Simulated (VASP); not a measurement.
The system is TeW.

```
W Te
1.0
     0.00000    2.78283    2.78283
     2.78283    0.00000    2.78283
     2.78283    2.78283    0.00000
W Te
1 1
Direct
  0.00000 0.00000 0.00000
  0.50000 0.50000 0.50000
```

Base run:

- Program: VASP 6.6.1
- Functional: PBEsol
- Potentials or basis: VASP PAW PBE potentials, release 64 (W_sv, Te)
- Cutoff: 520 eV
- k mesh: 14 × 14 × 14
- Occupations: gaussian, width 0.1 eV
- Spin: collinear spin
- Starting moments: [1.02, 0.01] μB
- Fixed moment: 1.25 μB

Its results: pressure -1.7 GPa; site moments W +1.00; Te -0.01 μB.

The run is repeated on the same cell with these changes: fixed moment from 1.25 μB to 1.75 μB; moments at the start from [1.02, 0.01] to [1.41, 0.01]. What comes out?

Pressure -0.3 GPa; site moments W +1.40; Te -0.01 μB.

Caveats: the PAW data sets were made with another functional, which shifts forces and pressure a little; the total moment is fixed, so each spin has its own Fermi level.
